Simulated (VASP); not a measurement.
# Cr in VASP: a series of runs

Cr is run at these levels: PBE; tasks: single point.

Program: VASP 6.6.1. These are calculated values, not measurements. Logs are shortened: lines on timing, memory, paths and dates and some standing lists are left out, and cuts for length are marked.

## 1. The cell of the first run

The cell holds a slab with vacuum, 3 atoms: a = 2.849 Å, b = 2.849 Å, c = 18.849 Å, α = 90.00°, β = 90.00°, γ = 90.00°.

## 2. Single point, PBE, collinear spin, ferromagnetic start

The input, INCAR:

```
SYSTEM = Cr
ALGO = Normal
DIPOL = 0.5 0.5 0.500
EDIFF = 1E-6
ENCUT = 520
GGA = PE
IDIPOL = 3
ISIF = 2
ISMEAR = -1
ISPIN = 2
LASPH = .True.
LCHARG = .True.
LDIPOL = .True.
LELF = .True.
LMAXMIX = 4
LORBIT = 11
LREAL = .False.
LVACPOTAV = .True.
LVHAR = .True.
LWAVE = .False.
MAGMOM = 2 2 2
NBANDS = 29
NELM = 150
PREC = Accurate
SIGMA = 0.1
```

The input, KPOINTS:

```
k-points
0
Gamma
  14 14 1
  0 0 0
```

The input, POSCAR:

```
Cr
1.0
    2.8486260734      0.0000000000      0.0000000000
    0.0000000000      2.8486260734      0.0000000000
    0.0000000000      0.0000000000     18.8486000000
Cr
3
Direct
    0.0000000000      0.0000000000      0.4244340144
    0.5000000000      0.5000000000      0.5000000000
    0.0000000000      0.0000000000      0.5755659856
```

Potentials or basis: VASP PAW PBE potentials, release 64 (Cr_pv).

On the command line:

```bash
cat potpaw_PBE.64/Cr_pv/POTCAR > POTCAR
mpirun -np 1 vasp_std > vasp.out
```

OUTCAR:

```text
SYSTEM = Cr
   EDIFF = 1E-6
   ENCUT = 520
   GGA = PE
   ISIF = 2
   ISMEAR = -1
   ISPIN = 2
   LASPH = .True.
   LORBIT = 11
   LREAL = .False.
   NELM = 150
   PREC = Accurate

 ion  position               nearest neighbor table
   1  0.000  0.000  0.424-   2 2.47   2 2.47   2 2.47   2 2.47   3 2.85
   2  0.500  0.500  0.500-   1 2.47   3 2.47   1 2.47   3 2.47   1 2.47   3 2.47   1 2.47   3 2.47

   3  0.000  0.000  0.576-   2 2.47   2 2.47   2 2.47   2 2.47   1 2.85

  LATTYP: Found a simple tetragonal cell.
 ALAT       =     2.8486260734
 C/A-ratio  =     6.6167336514

  Lattice vectors:

 A1 = (   2.8486260734,   0.0000000000,   0.0000000000)
 A2 = (   0.0000000000,   2.8486260734,   0.0000000000)
 A3 = (   0.0000000000,   0.0000000000,  18.8486000000)

Analysis of symmetry for initial positions (statically):
=====================================================================
 Subroutine PRICEL returns:
 Original cell was already a primitive cell.

 Routine SETGRP: Setting up the symmetry group for a
 simple tetragonal supercell.

 Subroutine GETGRP returns: Found 16 space group operations
 (whereof 16 operations were pure point group operations)
 out of a pool of 16 trial point group operations.

The static configuration has the point symmetry D_4h.

Analysis of symmetry for dynamics (positions and initial velocities):
=====================================================================
 Subroutine PRICEL returns:
 Original cell was already a primitive cell.

 Routine SETGRP: Setting up the symmetry group for a
 simple tetragonal supercell.

 Subroutine GETGRP returns: Found 16 space group operations
 (whereof 16 operations were pure point group operations)
 out of a pool of 16 trial point group operations.

The dynamic configuration has the point symmetry D_4h.

Analysis of structural, dynamic, and magnetic symmetry:
=====================================================================
 Subroutine PRICEL returns:
 Original cell was already a primitive cell.

 Routine SETGRP: Setting up the symmetry group for a
 simple tetragonal supercell.

 Subroutine GETGRP returns: Found 16 space group operations
 (whereof 16 operations were pure point group operations)
 out of a pool of 16 trial point group operations.

The overall configuration has the point symmetry D_4h.

 Subroutine INISYM returns: Found 16 space group operations
 (whereof 16 operations are pure point group operations),
 and found     1 'primitive' translations

----------------------------------------------------------------------------------------

                                     Primitive cell

  volume of cell :     152.9502

  direct lattice vectors                    reciprocal lattice vectors
     2.848626073  0.000000000  0.000000000     0.351046425  0.000000000  0.000000000
     0.000000000  2.848626073  0.000000000     0.000000000  0.351046425  0.000000000
     0.000000000  0.000000000 18.848600000     0.000000000  0.000000000  0.053054338

  length of vectors
     2.848626073  2.848626073 18.848600000     0.351046425  0.351046425  0.053054338

  position of ions in fractional coordinates (direct lattice)
     0.000000000  0.000000000  0.424434014
     0.500000000  0.500000000  0.500000000
     0.000000000  0.000000000  0.575565986

  ion indices of the primitive-cell ions
   primitive index   ion index
                 1           1
                 2           2
                 3           3

----------------------------------------------------------------------------------------

 KPOINTS: k-points

Automatic generation of k-mesh.
 Grid dimensions read from file:
 generate k-points for:   14   14    1

 Generating k-lattice:

  Cartesian coordinates                     Fractional coordinates (reciprocal lattice)
     0.025074745  0.000000000  0.000000000     0.071428571  0.000000000  0.000000000
     0.000000000  0.025074745  0.000000000     0.000000000  0.071428571  0.000000000
     0.000000000  0.000000000  0.053054338     0.000000000  0.000000000  1.000000000

  Length of vectors
     0.025074745  0.025074745  0.053054338

  Shift w.r.t. Gamma in fractional coordinates (k-lattice)
     0.000000000  0.000000000  0.000000000

 Subroutine IBZKPT returns following result:
 ===========================================

 Found     36 irreducible k-points:

 Following reciprocal coordinates:
            Coordinates               Weight
  0.000000  0.000000  0.000000      1.000000
  0.071429  0.000000  0.000000      4.000000
  0.142857  0.000000  0.000000      4.000000
  0.214286  0.000000  0.000000      4.000000
  0.285714  0.000000  0.000000      4.000000
  0.357143  0.000000  0.000000      4.000000
[... 16 lines left out ...]
  0.285714  0.214286  0.000000      8.000000
  0.357143  0.214286  0.000000      8.000000
 [... further k-points ...]
   k-points           NKPTS =     36   k-points in BZ     NKDIM =     36   number of bands    NBANDS=     29
   number of dos      NEDOS =    301   number of ions     NIONS =      3
   total plane-waves  NPLWV =  80640
   dimension x,y,z NGX =    24 NGY =   24 NGZ =  140
   dimension x,y,z NGXF=    48 NGYF=   48 NGZF=  280
   ions per type =               3
   NGX,Y,Z   is equivalent  to a cutoff of  14.01, 14.01, 12.35 a.u.
   NGXF,Y,Z  is equivalent  to a cutoff of  28.01, 28.01, 24.70 a.u.
 SYSTEM =  Cr
   PREC   = accura    normal or accurate (medium, high low for compatibility)
   ISTART =      0    job   : 0-new  1-cont  2-samecut
   ICHARG =      2    charge: 1-file 2-atom 10-const
   ISPIN  =      2    spin polarized calculation?
   LNONCOLLINEAR =      F non collinear calculations
   LSORBIT =      F    spin-orbit coupling
   LASPH  =      T    aspherical Exc in radial PAW
   ENCUT  =  520.0 eV  38.22 Ry    6.18 a.u.   5.30  5.30 35.05*2*pi/ulx,y,z
   NELM   =    150;   NELMIN=  2; NELMDL= -5     # of ELM steps
   EDIFF  = 0.1E-05   stopping-criterion for ELM
   LREAL  =      F    real-space projection
   EDIFFG = 0.1E-04   stopping-criterion for IOM
   NSW    =      0    number of steps for IOM
   IBRION =     -1    ionic relax: 0-MD 1-quasi-New 2-CG
   NFREE  =      0    steps in history (QN), initial steepest desc. (CG)
   ISIF   =      2    stress and relaxation
   ISYM   =      2    0-nonsym 1-usesym 2-fastsym
   POTIM  = 0.5000    time-step for ionic-motion
   TEBEG  =    0.0;   TEEND  =   0.0 temperature during run
   PSTRESS=    0.0 pullay stress
   NELECT =      36.0000    total number of electrons
   NUPDOWN=      -1.0000    fix difference up-down
   EMIN   =  10.00;   EMAX   =-10.00  energy-range for DOS
   EFERMI =   0.00;   METHOD = LEGACY
   ISMEAR =    -1;   SIGMA  =   0.10  broadening in eV -4-tet -1-fermi 0-gaus
   EFERMI_NEDOS =   21; number of points for ismear=-14 and -15
   IALGO  =     38    algorithm
   IMIX   =      4    mixing-type and parameters
     AMIX     =   0.40;   BMIX     =  1.00
     AMIX_MAG =   1.60;   BMIX_MAG =  1.00
  volume/ion in A,a.u.               =      50.98       344.05
  Fermi-wavevector in a.u.,A,eV,Ry     =   1.010785  1.910108 13.900900  1.021687
  Thomas-Fermi vector in A             =   2.143796
   LORBIT       =     11    0 simple, 1 ext, 2 COOP (PROOUT), +10 PAW based schemes
   GGA     = PE    functional components
   LHFCALC =     F    Hartree Fock is set to
   AEXX    =    0.0000 exact exchange contribution
   IVDW    =     0    specifies the selected vdW correction
   LEPSILON=     F    determine dielectric tensor
   LRPA    =     F    only Hartree local field effects (RPA)
 spin polarized calculation
  energy-cutoff  :      520.00
  volume of cell :      152.95
 maximum number of plane-waves:      4168
 NGX is ok and might be reduce to    24
   NGX = 11   NGY = 11   NGZ = 71

 dipolmoment           0.000000      0.000000      0.000000 electrons x Angstroem

 number of electron      35.9999979 magnetization       4.4473968

 dipolmoment           0.000000      0.000000     -0.000000 electrons x Angstroem

 Free energy of the ion-electron system (eV)
  ---------------------------------------------------
  ext. energy  EPLUGINS =         0.00000000
  ---------------------------------------------------
  free energy    TOTEN  =       -25.42485918 eV

  energy without entropy =      -25.31763639  energy(sigma->0) =      -25.37124778

 E-fermi :  -0.2799     XC(G=0):  -4.2886

 val. band max:       -0.2860142742   @ k =   0.4286   0.4286   0.0000
 cond. band min:      -0.2793116880   @ k =   0.0714   0.0000   0.0000
 fundamental gap:      0.0067025862
 Fermi energy:        -0.2798767545

 spin component 1

 k-point     1 :       0.0000    0.0000    0.0000
  band No.  band energies     occupation
      1     -44.3115      1.00000
      2     -44.2505      1.00000
      3     -44.0535      1.00000
      4     -44.0535      1.00000
      5     -44.0228      1.00000
      6     -44.0228      1.00000
[... 21 lines left out ...]
     28       2.8430      0.00000
     29       3.3751      0.00000

 k-point     2 :       0.0714    0.0000    0.0000
  band No.  band energies     occupation
      1     -44.3131      1.00000
      2     -44.2490      1.00000
      3     -44.0601      1.00000
      4     -44.0517      1.00000
      5     -44.0329      1.00000
      6     -44.0221      1.00000
[... 21 lines left out ...]
     28       2.9504      0.00000
     29       3.4658      0.00000

 k-point     3 :       0.1429    0.0000    0.0000
  band No.  band energies     occupation
      1     -44.3175      1.00000
      2     -44.2447      1.00000
      3     -44.0787      1.00000
      4     -44.0612      1.00000
      5     -44.0466      1.00000
      6     -44.0201      1.00000
[... 638 lines left out ...]
      5     -44.0955      1.00000
      6     -44.0800      1.00000
[... 21 lines left out ...]
     28       5.1495      0.00000
     29       5.7261      0.00000

 k-point    24 :       0.3571    0.2143    0.0000
  band No.  band energies     occupation
      1     -44.3205      1.00000
      2     -44.2159      1.00000
      3     -44.1738      1.00000
      4     -44.1679      1.00000
      5     -44.0964      1.00000
      6     -44.0751      1.00000
[... 21 lines left out ...]
     28       5.1565      0.00000
     29       5.7336      0.00000

 [... further k-points ...]

 spin component 2

 k-point     1 :       0.0000    0.0000    0.0000
  band No.  band energies     occupation
      1     -43.9121      1.00000
      2     -43.9049      1.00000
      3     -43.9049      1.00000
      4     -41.3581      1.00000
      5     -41.2458      1.00000
      6     -41.2458      1.00000
[... 21 lines left out ...]
     28       3.5440      0.00000
     29       3.6546      0.00000

 k-point     2 :       0.0714    0.0000    0.0000
  band No.  band energies     occupation
      1     -43.9142      1.00000
      2     -43.9123      1.00000
      3     -43.9033      1.00000
      4     -41.3553      1.00000
      5     -41.2557      1.00000
      6     -41.2450      1.00000
[... 21 lines left out ...]
     28       3.6431      0.00000
     29       3.7315      0.00000

 k-point     3 :       0.1429    0.0000    0.0000
  band No.  band energies     occupation
      1     -43.9402      1.00000
      2     -43.9129      1.00000
      3     -43.8988      1.00000
      4     -41.3482      1.00000
      5     -41.2747      1.00000
      6     -41.2668      1.00000
[... 638 lines left out ...]
      5     -41.3314      1.00000
      6     -41.3167      1.00000
[... 21 lines left out ...]
     28       5.7056      0.00000
     29       5.9730      0.00000

 k-point    24 :       0.3571    0.2143    0.0000
  band No.  band energies     occupation
      1     -44.0472      1.00000
      2     -43.9565      1.00000
      3     -43.8999      1.00000
      4     -41.3741      1.00000
      5     -41.3577      1.00000
      6     -41.3165      1.00000
[... 21 lines left out ...]
     28       6.1374      0.00000
     29       6.3863      0.00000

 [... further k-points ...]

------------------------ aborting loop because EDIFF is reached ----------------------------------------

  FORCE on cell =-STRESS in cart. coord.  units (eV):
  Direction    XX          YY          ZZ          XY          YZ          ZX
  --------------------------------------------------------------------------------------
  -------------------------------------------------------------------------------------
  Total        0.6955623      0.6955623      0.9019276      0.0000000      0.0000000      0.0000000
  in kB        7.2861251      7.2861251      9.4478341      0.0000000      0.0000000      0.0000000
  external PRESSURE =       8.0066948 kB  Pullay stress =       0.0000000 kB

 VOLUME and BASIS-vectors are now :
 -----------------------------------------------------------------------------
  energy-cutoff  :      520.00
  volume of cell :      152.95
      direct lattice vectors                 reciprocal lattice vectors
     2.848626073  0.000000000  0.000000000     0.351046425  0.000000000  0.000000000
     0.000000000  2.848626073  0.000000000     0.000000000  0.351046425  0.000000000
     0.000000000  0.000000000 18.848600000     0.000000000  0.000000000  0.053054338

 POSITION                                       TOTAL-FORCE (eV/Angst)
 -----------------------------------------------------------------------------------
      0.00000      0.00000      7.99999         0.000000      0.000000     -0.325382
      1.42431      1.42431      9.42430         0.000000      0.000000      0.000000
      0.00000      0.00000     10.84861         0.000000      0.000000      0.325382
 -----------------------------------------------------------------------------------
    total drift:                                0.000000      0.000000     -0.000000

  FREE ENERGIE OF THE ION-ELECTRON SYSTEM (eV)
  ---------------------------------------------------
  free  energy   TOTEN  =       -25.4248591823 eV

  energy  without entropy=      -25.3176363864  energy(sigma->0) =      -25.37124778

 vacuum level on the upper side and lower side of the slab         3.542         3.542

 total charge

# of ion       s       p       d       tot
------------------------------------------
    1        0.392   6.215   4.161  10.768
    2        0.439   6.373   4.245  11.057
    3        0.392   6.215   4.161  10.768
--------------------------------------------------
tot          1.222  18.803  12.567  32.592

 magnetization (x)

# of ion       s       p       d       tot
------------------------------------------
    1        0.040   0.026   2.782   2.849
    2       -0.029  -0.030  -1.777  -1.836
    3        0.040   0.026   2.782   2.849
--------------------------------------------------
tot          0.052   0.023   3.787   3.862
```

Run time: 9.6 min. Hardware: 1 thread of Intel Xeon 8259CL, shared host; peak memory 0.45 GiB.

What came out:

| Property | Result |
| --- | --- |
| Free energy | -25.4249 eV |
| Largest force | 0.325 eV/Å |
| Net moment | 4.45 μB per cell |
| Site moments | Cr +2.85, -1.84 (each value once) μB |
| Valence electrons inside the program's atomic spheres | Cr 10.77, 11.06 (each value once) |

Forces on the atoms (eV/Å):
```
Cr   0.000  0.000 -0.325
Cr   0.000  0.000  0.000
Cr   0.000  0.000  0.325
```

## 3. Single point, PBE, collinear spin, ferromagnetic start

This run uses another cell than the first one.

The input, INCAR:

```
SYSTEM = Cr
  ALGO = Normal
  DIPOL = 0.5 0.5 0.500
  EDIFF = 1E-6
  ENCUT = 400
  GGA = PE
  GGA_COMPAT = .FALSE.
  IDIPOL = 3
  ISIF = 2
  ISMEAR = -1
  ISPIN = 2
  LASPH = .TRUE.
  LCHARG = .FALSE.
  LDIPOL = .TRUE.
  LMAXMIX = 4
  LORBIT = 11
  LREAL = .FALSE.
  LWAVE = .FALSE.
  MAGMOM = 2 2 2
  NBANDS = 29
  NELM = 200
  NELMDL = -8
  PREC = Accurate
  SIGMA = 0.1
```

The input, KPOINTS:

```
k-points
0
G
  14 14 1
  0 0 0
```

The input, POSCAR:

```
Cr
1.0
    2.8486260734      0.0000000000      0.0000000000
    0.0000000000      2.8486260734      0.0000000000
    0.0000000000      0.0000000000     13.9343000000
Cr
3
Direct
    0.0000000000      0.0000000000      0.3947076675
    0.5000000000      0.5000000000      0.4999999967
    0.0000000000      0.0000000000      0.6052923325
```

Potentials or basis: VASP PAW PBE potentials, release 64 (Cr_pv).

On the command line:

```bash
cat potpaw_PBE.64/Cr_pv/POTCAR > POTCAR
mpirun -np 1 vasp_std > vasp.out
```

It took 7 min on 1 thread of Oxide Virtual Turin-like, shared host; peak memory 0.25 GiB.

Results (log left out):

| Property | Result |
| --- | --- |
| Free energy | -25.4350 eV |
| Largest force | 0.030 eV/Å |
| Net moment | 4.48 μB per cell |
| Site moments | Cr +2.93, -1.97 (each value once) μB |
| Valence electrons inside the program's atomic spheres | Cr 10.74, 11.01 (each value once) |

Forces in eV/Å, atoms in the order of the input:
```
Cr   0.000  0.000 -0.030
Cr   0.000  0.000  0.000
Cr   0.000  0.000  0.030
```

Levels at points of the mesh, in eV from the Fermi level:
Spin up:
| k point | band 19 | band 20 | band 21 | band 22 | band 23 | band 24 |
| --- | --- | --- | --- | --- | --- | --- |
| (0.00, 0.00, 0.00) | -0.69 | -0.69 | -0.33 | 0.13 | 0.52 | 1.98 |
| (0.50, 0.00, 0.00) | -0.24 | -0.19 | 0.74 | 0.76 | 0.93 | 1.90 |
| (0.50, 0.50, 0.00) | 0.57 | 0.72 | 0.82 | 0.85 | 2.38 | 2.71 |
Spin down:
```
           k point  band 12  band 13  band 14  band 15  band 16  band 17  band 18  band 19  band 20  band 21
(0.00, 0.00, 0.00)    -3.22    -3.20    -0.72    -0.72    -0.30     0.00     0.73     0.97     1.19     1.96
(0.50, 0.00, 0.00)    -2.19    -1.54    -1.42    -1.12     0.38     0.70     1.05     1.42     1.63     1.71
(0.50, 0.50, 0.00)    -2.33    -2.33    -0.84    -0.43    -0.43     1.01     1.46     2.15     2.15     2.44
```

## 4. Single point, PBE, collinear spin, ferromagnetic start

The input, INCAR:

```
  ALGO = Normal
  DIPOL = 0.5 0.5 0.500
  EDIFF = 1E-6
  EFIELD = -0.1
  ENCUT = 400
  GGA = PE
  GGA_COMPAT = F
  IDIPOL = 3
  ISIF = 2
  ISMEAR = -1
  ISPIN = 2
  LASPH = T
  LCHARG = F
  LDIPOL = T
  LMAXMIX = 4
  LORBIT = 11
  LREAL = F
  LWAVE = F
  MAGMOM = 2 2 2
  NBANDS = 29
  NELM = 200
  NELMDL = -8
  PREC = Accurate
  SIGMA = 0.1
```

The input, KPOINTS:

```
k-points
0
Gamma
  14 14 1
```

The input, POSCAR:

```
Cr
1.0
    2.8486260734      0.0000000000      0.0000000000
    0.0000000000      2.8486260734      0.0000000000
    0.0000000000      0.0000000000     18.8486000000
Cr
3
Direct
    0.0000000000      0.0000000000      0.4221600048
    0.5000000000      0.5000000000      0.4999999984
    0.0000000000      0.0000000000      0.5778399968
```

On the command line:

```bash
cat potpaw_PBE.64/Cr_pv/POTCAR > POTCAR
mpirun -np 1 vasp_std > vasp.out
```

It took 11 min on 1 thread of Oxide Virtual Turin-like, shared host; peak memory 0.3 GiB.

Results (log left out):

- Free energy: -25.4355 eV
- Largest force: 0.030 eV/Å
- Net moment: 4.48 μB per cell
- Site moments: Cr +2.93, -1.97, +2.92 μB
- Valence electrons inside the program's atomic spheres: Cr 10.74, 11.01 (each value once)

Forces in eV/Å, atoms in the order of the input:
```
Cr   0.000  0.000 -0.029
Cr   0.000  0.000 -0.001
Cr   0.000  0.000  0.030
```

Levels at points of the mesh, in eV from the Fermi level:
Spin up:
```tsv
k point	band 17	band 18	band 19	band 20	band 21	band 22	band 23	band 24	band 25	band 26
(0.00, 0.00, 0.00)	-0.79	-0.79	-0.69	-0.69	-0.33	0.13	0.52	1.98	1.98	2.27
(0.50, 0.00, 0.00)	-1.28	-0.75	-0.24	-0.19	0.74	0.76	0.93	1.90	2.33	2.71
(0.50, 0.50, 0.00)	0.00	0.57	0.57	0.72	0.82	0.85	2.38	2.71	2.77	2.77
```
Spin down:
```csv
k point,band 12,band 13,band 14,band 15,band 16,band 17,band 18,band 19,band 20,band 21
"(0.00, 0.00, 0.00)",-3.22,-3.20,-0.72,-0.72,-0.30,0.00,0.73,0.96,1.19,1.96
"(0.50, 0.00, 0.00)",-2.19,-1.54,-1.42,-1.12,0.38,0.70,1.05,1.42,1.63,1.71
"(0.50, 0.50, 0.00)",-2.33,-2.33,-0.84,-0.43,-0.43,1.01,1.46,2.15,2.15,2.44
```

## 5. The runs side by side

| cell | cutoff (eV) | electric field (eV/Å) | gap on the mesh (eV) | moment (μB) | largest force (eV/Å) |
| --- | --- | --- | --- | --- | --- |
| a = 2.849, b = 2.849, c = 18.849 Å, 3 atoms, atomic positions A | 520 | - | none | 4.45 | 0.33 |
| a = 2.849, b = 2.849, c = 13.934 Å, 3 atoms, atomic positions B | 400 | - | none | 4.48 | 0.03 |
| a = 2.849, b = 2.849, c = 18.849 Å, 3 atoms, atomic positions B | 400 | -0.1 eV/Å | none | 4.48 | 0.03 |

Alike in all rows: task single point; level PBE; potentials or basis VASP PAW PBE potentials, release 64 (Cr_pv); spin collinear, ferromagnetic start; k mesh 14 × 14 × 1; smearing fermi-dirac 0.1 eV.

Absolute energies hang on the potentials; compare differences alone.
